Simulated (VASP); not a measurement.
A run of VASP 6.6.1 is set up as follows.

The input INCAR:

```
SYSTEM = SnO2
  PREC = Accurate
  ENCUT = 520
  EDIFF = 1E-6
  ISMEAR = 0
  SIGMA = 0.05
  LREAL = Auto
  LASPH = .TRUE.
  NELM = 80
  ALGO = Normal
  ISIF = 2
  LWAVE = .FALSE.
  LCHARG = .TRUE.
  LDIPOL = .TRUE.
  IDIPOL = 3
  DIPOL = 0.5 0.5 0.500
  GGA = PS
  LELF = .TRUE.
  LVHAR = .TRUE.
  LVACPOTAV = .TRUE.
  NBANDS = 93
```

KPOINTS

```
Automatic mesh
0
G
  6 5 1
  0 0 0
```

The input POSCAR:

```
SnO2
1.0
    4.7689900187      0.0000000000      0.0000000000
    0.0000000000      5.7498370083      0.0000000000
    0.0000000000      0.0000000000     21.9601762788
O Sn
12 6
Direct
    0.1792270521      0.9855710374      0.3408334619
    0.3207729479      0.4855710374      0.3408334619
    0.6836969119      0.8989272306      0.4117218235
    0.8163030881      0.3989272306      0.4117218235
    0.1869280348      0.6719822816      0.4668906947
    0.3130719652      0.1719822816      0.4668906947
    0.6869291750      0.5797225494      0.5331095381
    0.8130708250      0.0797225494      0.5331095381
    0.1836969260      0.3527767942      0.5882782892
    0.3163030740      0.8527767942      0.5882782892
    0.6792270128      0.2661329891      0.6591664505
    0.8207729872      0.7661329891      0.6591664505
    0.0371980758      0.6992740572      0.3803658406
    0.4628019242      0.1992740572      0.3803658406
   -0.0000001668      0.3758521507      0.4999999349
    0.5000001668      0.8758521507      0.4999999349
   -0.0371979602      0.0524299208      0.6196339666
    0.5371979602      0.5524299208      0.6196339666
```

Potentials or basis: VASP PAW PBE potentials, release 64 (O, Sn_d).

Command:

```sh
$ cat potpaw_PBE.64/O/POTCAR potpaw_PBE.64/Sn_d/POTCAR > POTCAR
$ mpirun -np 1 vasp_std > vasp.out
```

(1) Predict the band gap on the k mesh.

(2) Predict the largest force.

Answers

(1) 0.79 eV.

(2) 0.063 eV/Å.

Caveat: semilocal functionals underestimate gaps, and a narrow one can read as zero; the PAW data sets were made with another functional, which shifts forces and pressure a little; spin-orbit coupling is left out, which moves the levels of the heavy elements.
